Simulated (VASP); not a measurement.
A run of VASP 6.6.1 is set up as follows.

INCAR

```
ALGO     = Normal         # electronic algorithm
EDIFF    = 1E-7           # SCF threshold, eV
ENCUT    = 520            # plane-wave cutoff, eV
GGA      = PE             # functional
ISIF     = 2              # what is computed and relaxed
ISMEAR   = -1             # smearing method
LASPH    = True           # aspherical terms in the spheres
LCHARG   = True           # write CHGCAR
LELF     = True           # ELF
LREAL    = False          # projectors in reciprocal space
LVHAR    = True         
LWAVE    = False          # write WAVECAR
NBANDS   = 12             # bands
NELM     = 80             # most SCF steps
PREC     = Accurate       # precision mode
SIGMA    = 0.1            # smearing width, eV
```

File KPOINTS:

```
k-points
0
Gamma
  15 15 14
```

The input POSCAR:

```
Sc
1.0
    2.7938789358      0.0000000000      0.0000000000
   -1.3969394679      2.4195701335      0.0000000000
    0.0000000000      0.0000000000      2.5499284700
Sc
1
Direct
    0.0000000000      0.0000000000      0.0000000000
```

Potentials or basis: VASP PAW PBE potentials, release 64 (Sc_sv).

Launch:

```bash
$ cat potpaw_PBE.64/Sc_sv/POTCAR > POTCAR
$ mpirun -np 1 vasp_std > vasp.out
```

Problem. What does it give for the pressure?

Solution. 30.3 GPa.

Stress tensor (GPa, compression positive):
```
30.21  0.00  0.00
 0.00 30.21  0.00
 0.00  0.00 30.62
```
